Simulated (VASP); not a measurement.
# Al3GaN4 (Pm) in VASP: notebook, part 2 of 2

VASP 6.6.1.

**3. Single point, r2SCAN (strain +0.025 along x and y, +0.000 along z)**

Contents of POSCAR:

```
Al3GaN4
1.0
    5.1640342547      0.0000000000      0.0000609631
    0.0000000000      3.2030725463      0.0000000000
   -0.0033730107      0.0000000000      5.4103929785
Al Ga N
3 1 4
Direct
    0.5002216619      0.5000000000      0.1672550744
    0.0006683707      0.5000000000      0.8349019373
    0.0010043252      0.0000000000      0.3316444639
    0.4994946877      0.0000000000      0.6662044643
    0.1107069788      0.0000000000      0.6663170124
    0.1226755896      0.5000000000      0.1671322917
    0.6254135998      0.5000000000      0.8406810066
    0.6234137862      0.0000000000      0.3258647496
```

Contents of INCAR.step1:

```
SYSTEM = Al3GaN4
PREC     = Accurate       ! precision mode
ENCUT    = 520            ! plane-wave cutoff, eV
ISMEAR   = 0              ! smearing method
SIGMA    = 0.05           ! smearing width, eV
LREAL    = .FALSE.        ! projectors in reciprocal space
LASPH    = .TRUE.         ! aspherical terms in the spheres
NELM     = 60             ! most SCF steps
NBANDS   = 31             ! bands
GGA      = PE             ! functional
ALGO     = Normal         ! electronic algorithm
EDIFF    = 1E-4           ! SCF threshold, eV
LWAVE    = .TRUE.         ! write WAVECAR
LCHARG   = .FALSE.        ! write CHGCAR
```

Contents of INCAR.step2:

```
SYSTEM = Al3GaN4
PREC     = Accurate       ! precision mode
ENCUT    = 520            ! plane-wave cutoff, eV
EDIFF    = 1E-6           ! SCF threshold, eV
ISMEAR   = 0              ! smearing method
SIGMA    = 0.05           ! smearing width, eV
LREAL    = .FALSE.        ! projectors in reciprocal space
LASPH    = .TRUE.         ! aspherical terms in the spheres
NELM     = 60             ! most SCF steps
ALGO     = Normal         ! electronic algorithm
ISIF     = 2              ! what is computed and relaxed
LWAVE    = .FALSE.        ! write WAVECAR
LCHARG   = .FALSE.        ! write CHGCAR
METAGGA  = R2SCAN         ! meta-GGA
LMIXTAU  = .TRUE.       
NBANDS   = 31             ! bands
ISTART   = 1
```

Contents of KPOINTS:

```
regular mesh
0
G
  6 8 4
  0 0 0
```

Potentials or basis: VASP PAW PBE potentials, release 64 (Al, Ga_d, N).

The run is started by

```bash
$ cat potpaw_PBE.64/Al/POTCAR potpaw_PBE.64/Ga_d/POTCAR potpaw_PBE.64/N/POTCAR > POTCAR
$ cp INCAR.step1 INCAR
$ mpirun -np 1 vasp_std > vasp.out
$ cp INCAR.step2 INCAR
$ mpirun -np 1 vasp_std > vasp.out
```

OUTCAR:

```text
SYSTEM = Al3GaN4
   PREC = Accurate
   ENCUT = 520
   EDIFF = 1E-6
   ISMEAR = 0
   LREAL = .FALSE.
   LASPH = .TRUE.
   NELM = 60
   ISIF = 2
   METAGGA = R2SCAN
   ISTART = 1

 ion  position               nearest neighbor table
   1  0.500  0.500  0.167-   7 1.88   8 1.92   8 1.92   6 1.95   4 3.14   4 3.14   2 3.14   2 3.15
                             3 3.16   3 3.16   3 3.17   3 3.17
   2  0.001  0.500  0.835-   6 1.90   5 1.93   5 1.93   7 1.94   3 3.13   3 3.13   1 3.14   1 3.15
                             3 3.16   3 3.16
   3  0.001  0.000  0.332-   5 1.90   6 1.94   6 1.94   8 1.95   2 3.13   2 3.13   2 3.16   2 3.16
                             1 3.16   1 3.16   1 3.17   1 3.17
   4  0.499  0.000  0.666-   8 1.95   7 1.97   7 1.97   5 2.01   1 3.14   1 3.14
   5  0.111  0.000  0.666-   3 1.90   2 1.93   2 1.93   4 2.01
[... 1037 lines left out ...]

 VOLUME and BASIS-vectors are now :
 -----------------------------------------------------------------------------
  energy-cutoff  :      520.00
  volume of cell :       89.49
      direct lattice vectors                 reciprocal lattice vectors
     5.164034255  0.000000000  0.000060963     0.193647049  0.000000000  0.000120726
     0.000000000  3.203072546  0.000000000     0.000000000  0.312200234  0.000000000
    -0.003373011  0.000000000  5.410392979    -0.000002182  0.000000000  0.184829456

 POSITION                                       TOTAL-FORCE (eV/Angst)
 -----------------------------------------------------------------------------------
      2.58260      1.60154      0.90495        -0.099524      0.000000      0.164309
      0.00064      1.60154      4.51715        -0.142636      0.000000     -0.173731
      0.00407      0.00000      1.79433        -0.111966      0.000000     -0.163687
      2.57716      0.00000      3.60446        -0.092477      0.000000      0.205144
      0.56945      0.00000      3.60504         0.037474      0.000000      0.225636
      0.63294      1.60154      0.90426         0.112866      0.000000      0.190685
      3.22682      1.60154      4.54845         0.179986      0.000000     -0.164813
      3.21823      0.00000      1.76309         0.116276      0.000000     -0.283542
 -----------------------------------------------------------------------------------
    total drift:                                0.021770     -0.000000     -0.001631

  FREE ENERGIE OF THE ION-ELECTRON SYSTEM (eV)
  ---------------------------------------------------
  free  energy   TOTEN  =       -79.3968292983 eV

  energy  without entropy=      -79.3968292983  energy(sigma->0) =      -79.39682930
```

OUTCAR.step1:

```text
SYSTEM = Al3GaN4
   PREC = Accurate
   ENCUT = 520
   ISMEAR = 0
   LREAL = .FALSE.
   LASPH = .TRUE.
   NELM = 60
[... 1066 lines left out ...]
      0.63294      1.60154      0.90426         0.112374      0.000000      0.200129
      3.22682      1.60154      4.54845         0.198267      0.000000     -0.149984
      3.21823      0.00000      1.76309         0.126355      0.000000     -0.306706
 -----------------------------------------------------------------------------------
    total drift:                                0.000253     -0.000000     -0.001919

  FREE ENERGIE OF THE ION-ELECTRON SYSTEM (eV)
  ---------------------------------------------------
  free  energy   TOTEN  =       -56.7266531839 eV

  energy  without entropy=      -56.7266531839  energy(sigma->0) =      -56.72665318
```

OSZICAR.step1:

```text
N       E                     dE             d eps       ncg     rms          rms(c)
DAV:   1     0.336554947425E+03    0.33655E+03   -0.19038E+04  4708   0.167E+03
DAV:   2    -0.173523283796E+02   -0.35391E+03   -0.32821E+03  5143   0.468E+02
DAV:   3    -0.637570752633E+02   -0.46405E+02   -0.45789E+02  5050   0.130E+02
DAV:   4    -0.656584300160E+02   -0.19014E+01   -0.18934E+01  5828   0.301E+01
DAV:   5    -0.657018500558E+02   -0.43420E-01   -0.43400E-01  5170   0.418E+00    0.165E+01
DAV:   6    -0.565870677712E+02    0.91148E+01   -0.29165E+01  6762   0.493E+01    0.543E+00
DAV:   7    -0.567598870519E+02   -0.17282E+00   -0.26890E+00  5089   0.101E+01    0.401E+00
DAV:   8    -0.567528874245E+02    0.69996E-02   -0.37188E-01  5970   0.550E+00    0.983E-01
DAV:   9    -0.567260655095E+02    0.26822E-01   -0.92059E-02  6682   0.382E+00    0.502E-01
DAV:  10    -0.567260903208E+02   -0.24811E-04   -0.14090E-02  5255   0.663E-01    0.207E-01
DAV:  11    -0.567266348846E+02   -0.54456E-03   -0.90945E-04  5483   0.213E-01    0.374E-02
DAV:  12    -0.567266531839E+02   -0.18299E-04   -0.11378E-04  3647   0.850E-02
   1 F= -.56726653E+02 E0= -.56726653E+02  d E =-.139768E-10
```

It took 6.1 min on 1 thread of AMD EPYC 9R45 (Zen 5), shared host; peak memory 0.28 GiB.

What came out:

- Free energy: -79.3968 eV
- Pressure: -9.2 GPa
- Largest force: 0.306 eV/Å
- Band gap on the k mesh: 3.75 eV

Forces in eV/Å, atoms in the order of the input:
```
Al  -0.100  0.000  0.164
Al  -0.143  0.000 -0.174
Al  -0.112  0.000 -0.164
Ga  -0.092  0.000  0.205
N    0.037  0.000  0.226
N    0.113  0.000  0.191
N    0.180  0.000 -0.165
N    0.116  0.000 -0.284
```

Caveat: the cell differs from its parent crystal (strain +0.025 along x and y, +0.000 along z); the cell stands under tension; the PAW data sets were made with another functional, which shifts forces and pressure a little.

**4. Single point, r2SCAN (strain +0.050 along x and y, +0.000 along z)**

POSCAR, as its differences from that of step 3:

```diff
@@ -2,5 +2,5 @@
 1.0
-    5.1640342547      0.0000000000      0.0000609631
-    0.0000000000      3.2030725463      0.0000000000
-   -0.0033730107      0.0000000000      5.4103929785
+    5.2899863097      0.0000000000      0.0000609631
+    0.0000000000      3.2811962670      0.0000000000
+   -0.0034552792      0.0000000000      5.4103929785
 Al Ga N
```

Contents of INCAR.step1:

```
SYSTEM = Al3GaN4
ALGO     = Normal         ! electronic algorithm
EDIFF    = 1E-4           ! SCF threshold, eV
ENCUT    = 520            ! plane-wave cutoff, eV
GGA      = PE             ! functional
ISMEAR   = 0              ! smearing method
LASPH    = .True.         ! aspherical terms in the spheres
LCHARG   = .False.        ! write CHGCAR
LREAL    = .False.        ! projectors in reciprocal space
LWAVE    = .True.         ! write WAVECAR
NBANDS   = 31             ! bands
NELM     = 100            ! most SCF steps
PREC     = Accurate       ! precision mode
SIGMA    = 0.05           ! smearing width, eV
```

Contents of INCAR.step2:

```
SYSTEM = Al3GaN4
ALGO     = Normal         ! electronic algorithm
EDIFF    = 1E-6           ! SCF threshold, eV
ENCUT    = 520            ! plane-wave cutoff, eV
ISIF     = 2              ! what is computed and relaxed
ISMEAR   = 0              ! smearing method
ISTART   = 1            
LASPH    = .True.         ! aspherical terms in the spheres
LCHARG   = .False.        ! write CHGCAR
LMIXTAU  = .True.       
LREAL    = .False.        ! projectors in reciprocal space
LWAVE    = .False.        ! write WAVECAR
METAGGA  = R2SCAN         ! meta-GGA
NBANDS   = 31             ! bands
NELM     = 100            ! most SCF steps
PREC     = Accurate       ! precision mode
SIGMA    = 0.05           ! smearing width, eV
```

Contents of KPOINTS:

```
k-points
0
Gamma
  6 8 4
  0 0 0
```

The run is started by

```bash
$ cat potpaw_PBE.64/Al/POTCAR potpaw_PBE.64/Ga_d/POTCAR potpaw_PBE.64/N/POTCAR > POTCAR
$ cp INCAR.step1 INCAR
$ mpirun -np 1 vasp_std > vasp.out
$ cp INCAR.step2 INCAR
$ mpirun -np 1 vasp_std > vasp.out
```

Wall time 6.7 min (1 thread of AMD EPYC 9R45 (Zen 5), shared host); peak memory 0.29 GiB.

It converged, with:

```
Free energy            : -78.9391 eV
Pressure               : -16.3 GPa
Largest force          : 0.447 eV/Å
Band gap on the k mesh : 3.26 eV
```

Forces in eV/Å, atoms in the order of the input:
```
Al  -0.144  0.000  0.257
Al  -0.210  0.000 -0.282
Al  -0.159  0.000 -0.256
Ga  -0.124  0.000  0.335
N    0.076  0.000  0.376
N    0.162  0.000  0.311
N    0.248  0.000 -0.321
N    0.151  0.000 -0.421
```

Stress tensor (GPa, compression positive):
```
-21.03   0.00  -0.07
  0.00 -21.09   0.00
 -0.07   0.00  -6.73
```

Levels at points of the mesh, in eV from the valence-band top:
```csv
k point,band 18,band 19,band 20,band 21,band 22,band 23,band 24,band 25
"(0.00, 0.00, 0.00)",-0.70,-0.13,-0.11,0.00,3.26,5.55,5.95,6.18
"(0.50, 0.00, 0.00)",-0.72,-0.51,-0.34,-0.19,4.82,5.32,5.65,6.05
"(0.00, 0.50, 0.00)",-1.86,-1.80,-1.41,-1.39,6.08,6.10,7.50,7.94
"(0.50, 0.50, 0.00)",-1.27,-1.24,-1.24,-0.98,6.20,6.73,6.75,6.82
"(0.00, 0.00, 0.50)",-0.73,-0.60,-0.41,-0.39,5.23,5.61,6.94,7.40
"(0.50, 0.00, 0.50)",-1.32,-1.28,-1.27,-0.88,5.78,6.21,6.41,6.50
"(0.00, 0.50, 0.50)",-1.74,-1.68,-0.71,-0.55,5.82,5.91,6.25,6.46
"(0.50, 0.50, 0.50)",-1.34,-1.31,-1.25,-1.16,4.93,5.41,5.49,5.53
```

Caveat: the cell differs from its parent crystal (strain +0.050 along x and y, +0.000 along z); the cell stands under tension; the PAW data sets were made with another functional, which shifts forces and pressure a little.

**5. The runs side by side**

| cell | gap on the mesh (eV) | pressure (GPa) | largest force (eV/Å) |
| --- | --- | --- | --- |
| a = 5.038, b = 3.125, c = 5.681 Å, 8 atoms | 3.63 | -9.0 | 0.50 |
| a = 5.164, b = 3.203, c = 5.410 Å, 8 atoms | 3.75 | -9.2 | 0.31 |
| a = 5.290, b = 3.281, c = 5.410 Å, 8 atoms | 3.26 | -16.3 | 0.45 |

Alike in all rows: task single point; level r2SCAN; potentials or basis VASP PAW PBE potentials, release 64 (Al, Ga_d, N); no spin polarisation; k mesh 6 × 8 × 4; cutoff (eV) 520; smearing gaussian 0.05 eV.

Caveats: the cell stands under tension; the PAW data sets were made with another functional, which shifts forces and pressure a little.

Total energies depend on the potentials used, so only differences within one code and one set of settings carry meaning.
